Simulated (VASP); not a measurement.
# Ca (Pm-3m) in VASP: notebook, part 2 of 2

VASP 6.6.1.

## Step 3: Single point, PBE

INCAR reads:

```
SYSTEM = Ca
PREC = Accurate
ENCUT = 520
EDIFF = 1E-6
ISMEAR = -1
SIGMA = 0.06122561905347299
LREAL = .FALSE.
LASPH = .TRUE.
NELM = 60
ALGO = Normal
ISIF = 2
LWAVE = .FALSE.
LCHARG = .FALSE.
GGA = PE
NBANDS = 11
```

KPOINTS reads:

```
regular mesh
0
G
  11 11 11
  0 0 0
```

POSCAR reads:

```
Ca
1.0
    3.5457597512      0.0000000000      0.0000000000
    0.0000000000      3.5457597512      0.0000000000
    0.0000000000      0.0000000000      3.5457597512
Ca
1
Direct
    0.0000000000      0.0000000000      0.0000000000
```

Potentials or basis: VASP PAW PBE potentials, release 64 (Ca_sv).

Launch:

```console
> cat potpaw_PBE.64/Ca_sv/POTCAR > POTCAR
> mpirun -np 1 vasp_std > vasp.out
```

OUTCAR:

```text
SYSTEM = Ca
   PREC = Accurate
   ENCUT = 520
   EDIFF = 1E-6
   ISMEAR = -1
   LREAL = .FALSE.
   LASPH = .TRUE.
   NELM = 60
   ISIF = 2
   GGA = PE

 ion  position               nearest neighbor table
   1  0.000  0.000  0.000-

  LATTYP: Found a simple cubic cell.
 ALAT       =     3.5457597512

  Lattice vectors:

 A1 = (   3.5457597512,   0.0000000000,   0.0000000000)
 A2 = (   0.0000000000,   3.5457597512,   0.0000000000)
 A3 = (   0.0000000000,   0.0000000000,   3.5457597512)

Analysis of symmetry for initial positions (statically):
=====================================================================
 Subroutine PRICEL returns:
 Original cell was already a primitive cell.

 Routine SETGRP: Setting up the symmetry group for a
 simple cubic supercell.

 Subroutine GETGRP returns: Found 48 space group operations
 (whereof 48 operations were pure point group operations)
 out of a pool of 48 trial point group operations.

The static configuration has the point symmetry O_h .

Analysis of symmetry for dynamics (positions and initial velocities):
=====================================================================
 Subroutine PRICEL returns:
 Original cell was already a primitive cell.

 Routine SETGRP: Setting up the symmetry group for a
 simple cubic supercell.

 Subroutine GETGRP returns: Found 48 space group operations
 (whereof 48 operations were pure point group operations)
 out of a pool of 48 trial point group operations.

The dynamic configuration has the point symmetry O_h .

 Subroutine INISYM returns: Found 48 space group operations
 (whereof 48 operations are pure point group operations),
 and found     1 'primitive' translations

----------------------------------------------------------------------------------------

                                     Primitive cell

  volume of cell :      44.5788

  direct lattice vectors                    reciprocal lattice vectors
     3.545759751  0.000000000  0.000000000     0.282027004  0.000000000  0.000000000
     0.000000000  3.545759751  0.000000000     0.000000000  0.282027004  0.000000000
     0.000000000  0.000000000  3.545759751     0.000000000  0.000000000  0.282027004

  length of vectors
     3.545759751  3.545759751  3.545759751     0.282027004  0.282027004  0.282027004

  position of ions in fractional coordinates (direct lattice)
     0.000000000  0.000000000  0.000000000

  ion indices of the primitive-cell ions
   primitive index   ion index
                 1           1

----------------------------------------------------------------------------------------

 KPOINTS: regular mesh

Automatic generation of k-mesh.
 Grid dimensions read from file:
 generate k-points for:   11   11   11

 Generating k-lattice:

  Cartesian coordinates                     Fractional coordinates (reciprocal lattice)
     0.025638819  0.000000000  0.000000000     0.090909091  0.000000000  0.000000000
     0.000000000  0.025638819  0.000000000     0.000000000  0.090909091  0.000000000
     0.000000000  0.000000000  0.025638819     0.000000000  0.000000000  0.090909091

  Length of vectors
     0.025638819  0.025638819  0.025638819

  Shift w.r.t. Gamma in fractional coordinates (k-lattice)
     0.000000000  0.000000000  0.000000000

 Subroutine IBZKPT returns following result:
 ===========================================

 Found     56 irreducible k-points:

 Following reciprocal coordinates:
            Coordinates               Weight
  0.000000  0.000000  0.000000      1.000000
  0.090909  0.000000  0.000000      6.000000
  0.181818  0.000000  0.000000      6.000000
  0.272727  0.000000  0.000000      6.000000
  0.363636  0.000000  0.000000      6.000000
  0.454545  0.000000  0.000000      6.000000
[... 16 lines left out ...]
  0.181818  0.090909  0.090909     24.000000
  0.272727  0.090909  0.090909     24.000000
 [... further k-points ...]
   k-points           NKPTS =     56   k-points in BZ     NKDIM =     56   number of bands    NBANDS=     11
   number of dos      NEDOS =    301   number of ions     NIONS =      1
   total plane-waves  NPLWV =  21952
   dimension x,y,z NGX =    28 NGY =   28 NGZ =   28
   dimension x,y,z NGXF=    56 NGYF=   56 NGZF=   56
   ions per type =               1
   NGX,Y,Z   is equivalent  to a cutoff of  13.13, 13.13, 13.13 a.u.
   NGXF,Y,Z  is equivalent  to a cutoff of  26.26, 26.26, 26.26 a.u.
 SYSTEM =  Ca
   PREC   = accura    normal or accurate (medium, high low for compatibility)
   ISTART =      0    job   : 0-new  1-cont  2-samecut
   ICHARG =      2    charge: 1-file 2-atom 10-const
   ISPIN  =      1    spin polarized calculation?
   LNONCOLLINEAR =      F non collinear calculations
   LSORBIT =      F    spin-orbit coupling
   LASPH  =      T    aspherical Exc in radial PAW
   ENCUT  =  520.0 eV  38.22 Ry    6.18 a.u.   6.59  6.59  6.59*2*pi/ulx,y,z
   NELM   =     60;   NELMIN=  2; NELMDL= -5     # of ELM steps
   EDIFF  = 0.1E-05   stopping-criterion for ELM
   LREAL  =      F    real-space projection
   EDIFFG = 0.1E-04   stopping-criterion for IOM
   NSW    =      0    number of steps for IOM
   IBRION =     -1    ionic relax: 0-MD 1-quasi-New 2-CG
   NFREE  =      0    steps in history (QN), initial steepest desc. (CG)
   ISIF   =      2    stress and relaxation
   ISYM   =      2    0-nonsym 1-usesym 2-fastsym
   POTIM  = 0.5000    time-step for ionic-motion
   TEBEG  =    0.0;   TEEND  =   0.0 temperature during run
   PSTRESS=    0.0 pullay stress
   NELECT =      10.0000    total number of electrons
   NUPDOWN=      -1.0000    fix difference up-down
   EMIN   =  10.00;   EMAX   =-10.00  energy-range for DOS
   EFERMI =   0.00;   METHOD = LEGACY
   ISMEAR =    -1;   SIGMA  =   0.06  broadening in eV -4-tet -1-fermi 0-gaus
   EFERMI_NEDOS =   21; number of points for ismear=-14 and -15
   IALGO  =     38    algorithm
   IMIX   =      4    mixing-type and parameters
     AMIX     =   0.40;   BMIX     =  1.00
     AMIX_MAG =   1.60;   BMIX_MAG =  1.00
  volume/ion in A,a.u.               =      44.58       300.83
  Fermi-wavevector in a.u.,A,eV,Ry     =   0.994715  1.879740 13.462404  0.989459
  Thomas-Fermi vector in A             =   2.126686
   LORBIT       =      0    0 simple, 1 ext, 2 COOP (PROOUT), +10 PAW based schemes
   GGA     = PE    functional components
   LHFCALC =     F    Hartree Fock is set to
   AEXX    =    0.0000 exact exchange contribution
   IVDW    =     0    specifies the selected vdW correction
   LEPSILON=     F    determine dielectric tensor
   LRPA    =     F    only Hartree local field effects (RPA)
 non-spin polarized calculation
  energy-cutoff  :      520.00
  volume of cell :       44.58
 maximum number of plane-waves:      1219
 NGX is ok and might be reduce to    28
   NGX = 13   NGY = 13   NGZ = 13

 number of electron      10.0000000 magnetization

 number of electron       9.9999998 magnetization

 Free energy of the ion-electron system (eV)
  ---------------------------------------------------
  ext. energy  EPLUGINS =         0.00000000
  ---------------------------------------------------
  free energy    TOTEN  =        -1.54113111 eV

  energy without entropy =       -1.52797831  energy(sigma->0) =       -1.53455471

 E-fermi :   1.6499     XC(G=0):  -7.5455

 val. band max:        1.5615162227   @ k =   0.4545   0.4545   0.1818
 cond. band min:       1.7011543320   @ k =   0.4545   0.3636   0.2727
 fundamental gap:      0.1396381094
 Fermi energy:         1.6498861316

 k-point     1 :       0.0000    0.0000    0.0000
  band No.  band energies     occupation
      1     -40.6168      2.00000
      2     -21.5126      2.00000
      3     -21.5126      2.00000
      4     -21.5126      2.00000
      5      -2.1372      2.00000
      6       2.4880      0.00000
      7       2.4880      0.00000
      8       5.6330      0.00000
      9       5.6330      0.00000
     10       5.6330      0.00000
     11      10.0426      0.00000

 k-point     2 :       0.0909    0.0000    0.0000
  band No.  band energies     occupation
      1     -40.6156      2.00000
      2     -21.5280      2.00000
      3     -21.5113      2.00000
      4     -21.5113      2.00000
      5      -2.0234      2.00000
      6       2.5205      0.00000
      7       2.5224      0.00000
      8       5.5082      0.00000
      9       5.5082      0.00000
     10       5.6412      0.00000
     11       9.3022      0.00000
[... 295 lines left out ...]
 k-point    24 :       0.2727    0.0909    0.0909
  band No.  band energies     occupation
      1     -40.6052      2.00000
      2     -21.6190      2.00000
      3     -21.5176      2.00000
      4     -21.5164      2.00000
      5      -0.9501      2.00000
      6       2.5671      0.00000
      7       2.8335      0.00000
      8       4.7342      0.00000
      9       4.7393      0.00000
     10       5.4732      0.00000
     11       7.4892      0.00000

 [... further k-points ...]
[... 5 lines left out ...]
  --------------------------------------------------------------------------------------
  -------------------------------------------------------------------------------------
  Total       -0.0572024     -0.0572024     -0.0572024     -0.0000000      0.0000000     -0.0000000
  in kB       -2.0558744     -2.0558744     -2.0558744     -0.0000000      0.0000000     -0.0000000
  external PRESSURE =      -2.0558744 kB  Pullay stress =       0.0000000 kB

 VOLUME and BASIS-vectors are now :
 -----------------------------------------------------------------------------
  energy-cutoff  :      520.00
  volume of cell :       44.58
      direct lattice vectors                 reciprocal lattice vectors
     3.545759751  0.000000000  0.000000000     0.282027004  0.000000000  0.000000000
     0.000000000  3.545759751  0.000000000     0.000000000  0.282027004  0.000000000
     0.000000000  0.000000000  3.545759751     0.000000000  0.000000000  0.282027004

 POSITION                                       TOTAL-FORCE (eV/Angst)
 -----------------------------------------------------------------------------------
      0.00000      0.00000      0.00000         0.000000      0.000000      0.000000
 -----------------------------------------------------------------------------------
    total drift:                               -0.000000     -0.000000     -0.000000

  FREE ENERGIE OF THE ION-ELECTRON SYSTEM (eV)
  ---------------------------------------------------
  free  energy   TOTEN  =        -1.5411311126 eV

  energy  without entropy=       -1.5279783091  energy(sigma->0) =       -1.53455471
```

OSZICAR:

```text
N       E                     dE             d eps       ncg     rms          rms(c)
DAV:   1     0.672991855132E+02    0.67299E+02   -0.50209E+03  1232   0.826E+02
DAV:   2     0.103152481559E+00   -0.67196E+02   -0.66566E+02  1358   0.206E+02
DAV:   3    -0.147830478343E+01   -0.15815E+01   -0.15701E+01  1792   0.312E+01
DAV:   4    -0.154918908481E+01   -0.70884E-01   -0.70738E-01  1586   0.516E+00
DAV:   5    -0.155081352530E+01   -0.16244E-02   -0.16231E-02  1753   0.644E-01    0.227E+00
DAV:   6    -0.154376235877E+01    0.70512E-02   -0.10926E-02  1464   0.115E+00    0.139E+00
DAV:   7    -0.154150788360E+01    0.22545E-02   -0.16631E-02  1304   0.154E+00    0.121E-01
DAV:   8    -0.154110649745E+01    0.40139E-03   -0.22586E-03  1344   0.413E-01    0.352E-02
DAV:   9    -0.154113143714E+01   -0.24940E-04   -0.17241E-04  1762   0.112E-01    0.907E-03
DAV:  10    -0.154113111259E+01    0.32456E-06   -0.55401E-06  1367   0.147E-02
   1 F= -.15411311E+01 E0= -.15345547E+01  d E =-.131528E-01
```

Run time: 22 s. Hardware: 1 thread of Intel Xeon Platinum 8259CL at 2.50GHz (Skylake/Cascade Lake), shared host; peak memory 0.16 GiB.

What came out:

- Free energy: -1.5411 eV
- Pressure: -0.2 GPa
- Band gap on the k mesh: zero (bands 5 and 6 overlap by 0.93 eV)
